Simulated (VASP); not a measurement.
# NaRu12 (a cell with a defect) in VASP: a series of runs

The runs below take NaRu12 (a cell with a defect) through single point, with PBE+D3(BJ).

Program: VASP 6.6.1. These are calculated values, not measurements. Logs are shortened: lines on timing, memory, paths and dates and some standing lists are left out, and cuts for length are marked.

### 1 The cell of the first run

The cell holds a defect, 13 atoms: a = 5.400 Å, b = 8.100 Å, c = 4.277 Å, α = 90.00°, β = 90.00°, γ = 120.00°.

### 2 Single point, PBE+D3(BJ)

Input file INCAR:

```
SYSTEM = NaRu12
PREC = Accurate
ENCUT = 520
EDIFF = 1E-6
ISMEAR = 0
SIGMA = 0.15
LREAL = .FALSE.
LASPH = .TRUE.
NELM = 100
ALGO = Normal
ISIF = 2
LWAVE = .FALSE.
LCHARG = .TRUE.
GGA = PE
IVDW = 12
LELF = .TRUE.
LVHAR = .TRUE.
NBANDS = 100
```

Input file KPOINTS:

```
Automatic mesh
0
G
  4 3 4
  0 0 0
```

Input file POSCAR:

```
NaRu12
1.0
    5.4000000000      0.0000000000      0.0000000000
   -4.0500000000      7.0148060000      0.0000000000
    0.0000000000      0.0000000000      4.2768000000
Ru Na
12 1
Direct
    0.0158348557     -0.0095728693      0.0273836953
    0.1887467317      0.2286307358      0.4661935218
    0.0656534341      0.3797404018      0.0314143677
    0.1777779152      0.5623740497      0.5175901296
   -0.0216438223      0.6566425788     -0.0031278156
    0.1657508501      0.8866720058      0.5420427029
    0.4343409460     -0.0551897793      0.0711704438
    0.6634170069      0.2468789859      0.3991007853
    0.4972818066      0.3265649664     -0.0550463988
    0.6656902787      0.5538336536      0.5012510899
    0.5222493654      0.6683166769     -0.0053337747
    0.6721029551      0.8657013621      0.4899004279
    0.7735760769      0.1295906317      0.7803408249
```

Potentials or basis: VASP PAW PBE potentials, release 64 (Ru_pv, Na_pv).

On the command line:

```bash
> cat potpaw_PBE.64/Ru_pv/POTCAR potpaw_PBE.64/Na_pv/POTCAR > POTCAR
> mpirun -np 1 vasp_std > vasp.out
```

OUTCAR:

```text
SYSTEM = NaRu12
   PREC = Accurate
   ENCUT = 520
   EDIFF = 1E-6
   ISMEAR = 0
   LREAL = .FALSE.
   LASPH = .TRUE.
   NELM = 100
   ISIF = 2
   GGA = PE
   IVDW = 12
 IVDW          = 12

 ion  position               nearest neighbor table
   1  0.016  0.990  0.027-  13 2.36   7 2.47   2 2.51   6 2.52  12 2.55   5 2.61   6 2.62  11 2.64
                             9 2.69  12 2.81   2 2.92   7 2.98   3 3.03
   2  0.189  0.229  0.466-  13 2.38   3 2.49   9 2.51   8 2.51   1 2.51  10 2.61   9 2.66   6 2.73
                             4 2.74  12 2.87   1 2.92   8 2.93   3 2.93
   3  0.066  0.380  0.031-  13 2.13  11 2.41   4 2.45   8 2.45   2 2.49   5 2.52   4 2.55   9 2.60
                             9 2.90   2 2.93   1 3.03   8 3.29
   4  0.178  0.562  0.518-   3 2.45   3 2.55  12 2.57  11 2.60   5 2.60   6 2.66  10 2.67   8 2.72
                            10 2.73   2 2.74   5 2.74  11 2.76   7 3.30
   5  0.978  0.657  0.997-   7 2.42  11 2.51   3 2.52   6 2.53  10 2.58   4 2.60  10 2.61   1 2.61
                             9 2.65   4 2.74   6 2.84  11 2.89   8 3.35
   6  0.166  0.887  0.542-   7 2.39   1 2.52   5 2.53  12 2.59   7 2.60   1 2.62   4 2.66  10 2.70
                             2 2.73  12 2.83   5 2.84   8 2.88  13 3.04
   7  0.434  0.945  0.071-  13 2.10   6 2.39   5 2.42  12 2.47   1 2.47  11 2.53   8 2.54   6 2.60
                             1 2.98   9 2.99  12 3.01   4 3.30
   8  0.663  0.247  0.399-  13 2.12   9 2.36   3 2.45   2 2.51  10 2.52   7 2.54   9 2.69   4 2.72
                             6 2.88   2 2.93  13 2.97  12 3.14   3 3.29   5 3.35
   9  0.497  0.327  0.945-   8 2.36  10 2.48   2 2.51   3 2.60   5 2.65   2 2.66   1 2.69   8 2.69
                            11 2.71  13 2.77  10 2.86   3 2.90   7 2.99
  10  0.666  0.554  0.501-   9 2.48  12 2.51   8 2.52   5 2.58  11 2.58   5 2.61   2 2.61  11 2.62
                             4 2.67   6 2.70   4 2.73   9 2.86
  11  0.522  0.668  0.995-   3 2.41   5 2.51  12 2.53   7 2.53  12 2.56  10 2.58   4 2.60  10 2.62
                             1 2.64   9 2.71   4 2.76   5 2.89
  12  0.672  0.866  0.490-  13 2.29   7 2.47  10 2.51  11 2.53   1 2.55  11 2.56   4 2.57   6 2.59
                             1 2.81   6 2.83   2 2.87   7 3.01   8 3.14
  13  0.774  0.130  0.780-   7 2.10   8 2.12   3 2.13  12 2.29   1 2.36   2 2.38   9 2.77   8 2.97
                             6 3.04

  LATTYP: Found a simple monoclinic cell.
 ALAT       =     5.4000000000
 B/A-ratio  =     0.7920000000
 C/A-ratio  =     1.3228756972
 COS(beta)  =    -0.1889822305

  Lattice vectors:

 A1 = (   5.4000000000,   0.0000000000,   0.0000000000)
 A2 = (   0.0000000000,   0.0000000000,   4.2768000000)
 A3 = (  -1.3500000000,  -7.0148060000,   0.0000000000)

Analysis of symmetry for initial positions (statically):
=====================================================================
 Subroutine PRICEL returns:
 Original cell was already a primitive cell.

 Routine SETGRP: Setting up the symmetry group for a
 simple monoclinic supercell.

 Subroutine GETGRP returns: Found  1 space group operations
 (whereof  1 operations were pure point group operations)
 out of a pool of  4 trial point group operations.

The static configuration has the point symmetry C_1 .

Analysis of symmetry for dynamics (positions and initial velocities):
=====================================================================
 Subroutine PRICEL returns:
 Original cell was already a primitive cell.

 Routine SETGRP: Setting up the symmetry group for a
 simple monoclinic supercell.

 Subroutine GETGRP returns: Found  1 space group operations
 (whereof  1 operations were pure point group operations)
 out of a pool of  4 trial point group operations.

The dynamic configuration has the point symmetry C_1 .

 Subroutine INISYM returns: Found  1 space group operations
 (whereof  1 operations are pure point group operations),
 and found     1 'primitive' translations

----------------------------------------------------------------------------------------

                                     Primitive cell

  volume of cell :     162.0050

  direct lattice vectors                    reciprocal lattice vectors
     5.400000000  0.000000000  0.000000000     0.185185185  0.106916713  0.000000000
    -4.050000000  7.014806000  0.000000000     0.000000000  0.142555617  0.000000000
     0.000000000  0.000000000  4.276800000     0.000000000  0.000000000  0.233819678

  length of vectors
     5.400000000  8.100000199  4.276800000     0.213833431  0.142555617  0.233819678

  position of ions in fractional coordinates (direct lattice)
     0.015834856  0.990427131  0.027383695
     0.188746732  0.228630736  0.466193522
     0.065653434  0.379740402  0.031414368
     0.177777915  0.562374050  0.517590130
     0.978356178  0.656642579  0.996872184
     0.165750850  0.886672006  0.542042703
     0.434340946  0.944810221  0.071170444
     0.663417007  0.246878986  0.399100785
     0.497281807  0.326564966  0.944953601
     0.665690279  0.553833654  0.501251090
     0.522249365  0.668316677  0.994666225
     0.672102955  0.865701362  0.489900428
     0.773576077  0.129590632  0.780340825

  ion indices of the primitive-cell ions
   primitive index   ion index
                 1           1
                 2           2
                 3           3
                 4           4
                 5           5
                 6           6
                 7           7
                 8           8
                 9           9
                10          10
                11          11
                12          12
                13          13

----------------------------------------------------------------------------------------

 KPOINTS: Automatic mesh

Automatic generation of k-mesh.
 Grid dimensions read from file:
 generate k-points for:    4    3    4

 Generating k-lattice:

  Cartesian coordinates                     Fractional coordinates (reciprocal lattice)
     0.046296296  0.026729178  0.000000000     0.250000000 -0.000000000  0.000000000
     0.000000000  0.047518539  0.000000000     0.000000000  0.333333333  0.000000000
     0.000000000  0.000000000  0.058454920     0.000000000  0.000000000  0.250000000

  Length of vectors
     0.053458358  0.047518539  0.058454920

  Shift w.r.t. Gamma in fractional coordinates (k-lattice)
     0.000000000  0.000000000  0.000000000

 Subroutine IBZKPT returns following result:
 ===========================================

 Found     26 irreducible k-points:

 Following reciprocal coordinates:
            Coordinates               Weight
  0.000000  0.000000  0.000000      1.000000
  0.250000  0.000000  0.000000      2.000000
  0.500000  0.000000  0.000000      1.000000
  0.000000  0.333333  0.000000      2.000000
  0.250000  0.333333  0.000000      2.000000
  0.500000  0.333333  0.000000      2.000000
[... 16 lines left out ...]
  0.000000  0.333333  0.500000      2.000000
  0.250000  0.333333  0.500000      2.000000
 [... further k-points ...]
   k-points           NKPTS =     26   k-points in BZ     NKDIM =     26   number of bands    NBANDS=    100
   number of dos      NEDOS =    301   number of ions     NIONS =     13
   total plane-waves  NPLWV =  76800
   dimension x,y,z NGX =    40 NGY =   60 NGZ =   32
   dimension x,y,z NGXF=    80 NGYF=  120 NGZF=   64
   ions per type =              12   1
   NGX,Y,Z   is equivalent  to a cutoff of  12.31, 12.31, 12.44 a.u.
   NGXF,Y,Z  is equivalent  to a cutoff of  24.63, 24.63, 24.88 a.u.
 SYSTEM =  NaRu12
   PREC   = accura    normal or accurate (medium, high low for compatibility)
   ISTART =      0    job   : 0-new  1-cont  2-samecut
   ICHARG =      2    charge: 1-file 2-atom 10-const
   ISPIN  =      1    spin polarized calculation?
   LNONCOLLINEAR =      F non collinear calculations
   LSORBIT =      F    spin-orbit coupling
   LASPH  =      T    aspherical Exc in radial PAW
   ENCUT  =  520.0 eV  38.22 Ry    6.18 a.u.  10.04 15.06  7.95*2*pi/ulx,y,z
   NELM   =    100;   NELMIN=  2; NELMDL= -5     # of ELM steps
   EDIFF  = 0.1E-05   stopping-criterion for ELM
   LREAL  =      F    real-space projection
   EDIFFG = 0.1E-04   stopping-criterion for IOM
   NSW    =      0    number of steps for IOM
   IBRION =     -1    ionic relax: 0-MD 1-quasi-New 2-CG
   NFREE  =      0    steps in history (QN), initial steepest desc. (CG)
   ISIF   =      2    stress and relaxation
   ISYM   =      2    0-nonsym 1-usesym 2-fastsym
   POTIM  = 0.5000    time-step for ionic-motion
   TEBEG  =    0.0;   TEEND  =   0.0 temperature during run
   PSTRESS=    0.0 pullay stress
   NELECT =     175.0000    total number of electrons
   NUPDOWN=      -1.0000    fix difference up-down
   EMIN   =  10.00;   EMAX   =-10.00  energy-range for DOS
   EFERMI =   0.00;   METHOD = LEGACY
   ISMEAR =     0;   SIGMA  =   0.15  broadening in eV -4-tet -1-fermi 0-gaus
   EFERMI_NEDOS =   21; number of points for ismear=-14 and -15
   IALGO  =     38    algorithm
   IMIX   =      4    mixing-type and parameters
     AMIX     =   0.40;   BMIX     =  1.00
     AMIX_MAG =   1.60;   BMIX_MAG =  1.00
  volume/ion in A,a.u.               =      12.46        84.10
  Fermi-wavevector in a.u.,A,eV,Ry     =   1.679750  3.174268 38.389669  2.821561
  Thomas-Fermi vector in A             =   2.763607
   LORBIT       =      0    0 simple, 1 ext, 2 COOP (PROOUT), +10 PAW based schemes
   GGA     = PE    functional components
   LHFCALC =     F    Hartree Fock is set to
   AEXX    =    0.0000 exact exchange contribution
   IVDW    =    12    specifies the selected vdW correction
   LEPSILON=     F    determine dielectric tensor
   LRPA    =     F    only Hartree local field effects (RPA)
 non-spin polarized calculation
 Gauss-broadening in eV      SIGMA  =   0.15
  energy-cutoff  :      520.00
  volume of cell :      162.00
 maximum number of plane-waves:      4388
   NGX = 21   NGY = 31   NGZ = 15

 number of electron     175.0000009 magnetization

 Free energy of the ion-electron system (eV)
  ---------------------------------------------------
  ext. energy  EPLUGINS =         0.00000000
  ---------------------------------------------------
  free energy    TOTEN  =      -100.49797507 eV

  energy without entropy =     -100.38902169  energy(sigma->0) =     -100.44349838

 E-fermi :  13.7309     XC(G=0): -14.3249

 val. band max:       13.7187141763   @ k =   0.2500   0.0000   0.2500
 cond. band min:      13.7389239273   @ k =   0.0000   0.0000   0.2500
 fundamental gap:      0.0202097510
 Fermi energy:        13.7308526830

 k-point     1 :       0.0000    0.0000    0.0000
  band No.  band energies     occupation
      1     -30.2846      2.00000
      2     -30.1779      2.00000
      3     -30.0785      2.00000
      4     -30.0307      2.00000
      5     -30.0217      2.00000
      6     -29.9690      2.00000
[... 91 lines left out ...]
     98      15.3482      0.00000
     99      15.4289      0.00000

 k-point     2 :       0.2500    0.0000    0.0000
  band No.  band energies     occupation
      1     -30.2516      2.00000
      2     -30.1415      2.00000
      3     -30.0680      2.00000
      4     -30.0144      2.00000
      5     -30.0018      2.00000
      6     -29.9523      2.00000
[... 2233 lines left out ...]
     98      15.1949      0.00000
     99      15.2536      0.00000

 k-point    24 :       0.2500    0.3333    0.5000
  band No.  band energies     occupation
      1     -30.2259      2.00000
      2     -30.2082      2.00000
      3     -30.1704      2.00000
      4     -30.1054      2.00000
      5     -29.9936      2.00000
      6     -29.9759      2.00000
[... 91 lines left out ...]
     98      15.1822      0.00000
     99      15.2297      0.00000

 [... further k-points ...]

 [bands above 99 left out]

------------------------ aborting loop because EDIFF is reached ----------------------------------------

 Edisp (eV)   -8.52098

 E8    (eV) :    -3.9059

  FORCE on cell =-STRESS in cart. coord.  units (eV):
  Direction    XX          YY          ZZ          XY          YZ          ZX
  --------------------------------------------------------------------------------------
  -------------------------------------------------------------------------------------
  Total      34.79282    40.94407    44.20215     3.36697    -3.52944     1.94686
  in kB     344.08983   404.92370   437.14509    33.29826   -34.90500    19.25383
  external pressure =      395.39 kB  Pullay stress =        0.00 kB

 VOLUME and BASIS-vectors are now :
 -----------------------------------------------------------------------------
  energy-cutoff  :      520.00
  volume of cell :      162.00
      direct lattice vectors                 reciprocal lattice vectors
     5.400000000  0.000000000  0.000000000     0.185185185  0.106916713  0.000000000
    -4.050000000  7.014806000  0.000000000     0.000000000  0.142555617  0.000000000
     0.000000000  0.000000000  4.276800000     0.000000000  0.000000000  0.233819678

 POSITION                                       TOTAL-FORCE (eV/Angst)
 -----------------------------------------------------------------------------------
     -3.92572      6.94765      0.11711         0.021281     -0.018808      0.003081
      0.09328      1.60380      1.99382        -0.000618      0.010478     -0.006916
     -1.18342      2.66381      0.13435         0.020781      0.087121      0.032021
     -1.31761      3.94494      2.21363        -0.006366      0.011414     -0.005580
      2.62372      4.60622      4.26342        -0.000699     -0.009084      0.004142
     -2.69597      6.21983      2.31821        -0.012948     -0.013290      0.010980
     -1.48104      6.62766      0.30438        -0.035928     -0.060570      0.054003
      2.58259      1.73181      1.70687        -0.037541      0.020266     -0.039869
      1.36273      2.29079      4.04138        -0.012556      0.007160      0.000386
      1.35170      3.88504      2.14375         0.004426      0.007618     -0.028650
      0.11346      4.68811      4.25399        -0.002469      0.010832      0.004342
      0.12327      6.07273      2.09521         0.012467     -0.028830     -0.010397
      3.65247      0.90905      3.33736         0.050170     -0.024309     -0.017544
 -----------------------------------------------------------------------------------
    total drift:                               -0.000269      0.000562      0.000641

  FREE ENERGIE OF THE ION-ELECTRON SYSTEM (eV)
  ---------------------------------------------------
  free  energy   TOTEN  =      -109.0189589146 eV

  energy  without entropy=     -108.9100055407  energy(sigma->0) =     -108.96448223
```

Wall time 11 min (1 thread of Intel Xeon 8259CL, shared host); peak memory 0.42 GiB.

What came out:

* Free energy: -109.0190 eV
* Pressure: 39.5 GPa
* Largest force: 0.095 eV/Å
* Band gap on the k mesh: zero (an odd number of electrons rules out a gap without spin polarisation)
* Dispersion energy per atom: -0.655 eV

Forces on the atoms (eV/Å):
```
Ru   0.021 -0.019  0.003
Ru  -0.001  0.010 -0.007
Ru   0.021  0.087  0.032
Ru  -0.006  0.011 -0.006
Ru  -0.001 -0.009  0.004
Ru  -0.013 -0.013  0.011
Ru  -0.036 -0.061  0.054
Ru  -0.038  0.020 -0.040
Ru  -0.013  0.007  0.000
Ru   0.004  0.008 -0.029
Ru  -0.002  0.011  0.004
Ru   0.012 -0.029 -0.010
Na   0.050 -0.024 -0.018
```

Caveat: the k points lie up to 0.37 Å⁻¹ apart, too coarse for converged energies and pressures of a metal.

(Part 1 of 2 ends here.)

The gap in the log of VASP goes by the Fermi energy; the results here count the filled bands.